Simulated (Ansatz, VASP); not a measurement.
**AgRh: VASP beside Ansatz**

```
Ag Rh
1.0
     2.79598    0.00000    0.00000
    -1.39799    2.42139    0.00000
     0.00000    0.00000    4.84045
Ag Rh
1 1
Cartesian
  0.0000 0.0000 2.4202
  1.3980 0.8071 0.0000
```

Change from the starting cell: volume scaled by 1.02.

Alike in both runs: task single point; functional LDA; k mesh 11 × 11 × 6; occupations fermi-dirac, width 0.05 eV; no spin polarisation.

```csv
,VASP,Ansatz
version,VASP 6.6.1,Ansatz 0.2.0
potentials or method,"VASP PAW LDA potentials, release 64 (Ag, Rh_pv), cutoff 520 eV","all-electron LAPW, scalar-relativistic"
```

Ansatz gave:

| Item | Value |
| --- | --- |
| gap on the k mesh at the Fermi level (eV) | none |
| pressure (GPa) | -17.9 |
| traceless stress, the component that is largest in VASP (GPa) | 0.63 |

Question: Which values does VASP return?

Answer: gap on the k mesh at the Fermi level (eV): none; pressure (GPa): -17.6; traceless stress, the component that is largest in VASP (GPa): 0.59.

LDA's correlation is that of Perdew and Zunger in VASP and of Perdew and Wang (1992) in Ansatz. A gap of «none» marks a metal or a gap that the smearing closes. Ansatz ran all-electron here, and VASP with PAW potentials.
